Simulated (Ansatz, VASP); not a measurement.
## Ru in VASP and in Ansatz

Contents of INCAR:

```
SYSTEM = Ru
ALGO = Normal
EDIFF = 1E-7
ENCUT = 520
GGA = PS
ISIF = 2
ISMEAR = -1
LASPH = .True.
LCHARG = .False.
LREAL = .False.
LWAVE = .False.
NBANDS = 21
NELM = 80
PREC = Accurate
SIGMA = 0.05
```

The input KPOINTS:

```
k-points
0
Gamma
  11 11 6
  0 0 0
```

Contents of POSCAR:

```
Ru
1.0
    2.7414067149      0.0000000000      0.0000000000
   -1.3707033574      2.3741278572      0.0000000000
    0.0000000000      0.0000000000      4.3382472512
Ru
2
Direct
    0.6666666667      0.3333333333      0.7500000000
    0.3333333333      0.6666666667      0.2500000000
```

input.yaml

```yaml
crystal:
  lattice:
    - [2.7414067149, 0.0, 0.0]
    - [-1.3707033574, 2.3741278572, 0.0]
    - [0.0, 0.0, 4.3382472512]
  atoms:
    - { symbol: Ru, position: [0.6666666667, 0.3333333333, 0.75] }
    - { symbol: Ru, position: [0.3333333333, 0.6666666667, 0.25] }
kpoints:
  mp_grid: { grid: [11, 11, 6] }
scf:
  occupations: { method: fermi_dirac, width: 0.05 }
hamiltonian:
  xc: pbesol
  pseudopotentials: { kind: all_electron, lapw: { basis_error: 0.0005 } }
output:
  forces: true
  stress: true
  eigenvalues: true
```

Change from the starting cell: volume scaled by 1.04.

Alike in both runs: task single point; functional PBEsol; k mesh 11 × 11 × 6; occupations fermi-dirac, width 0.05 eV; no spin polarisation.

```csv
,VASP,Ansatz
version,VASP 6.6.1,Ansatz 0.2.0
potentials or method,"VASP PAW PBE potentials, release 64 (Ru_pv), cutoff 520 eV","all-electron LAPW, scalar-relativistic"
```

```csv
,VASP,Ansatz,Ansatz less VASP
gap on the k mesh at the Fermi level (eV),none,none,-
pressure (GPa),-17.6,-17.5,+0.11
"traceless stress, the component that is largest in VASP (GPa)",-0.82,-0.84,-0.020
```

VASP's potentials were made for PBE, not for PBEsol. A gap of «none» marks a metal or a gap that the smearing closes. Ansatz ran all-electron here, and VASP with PAW potentials.
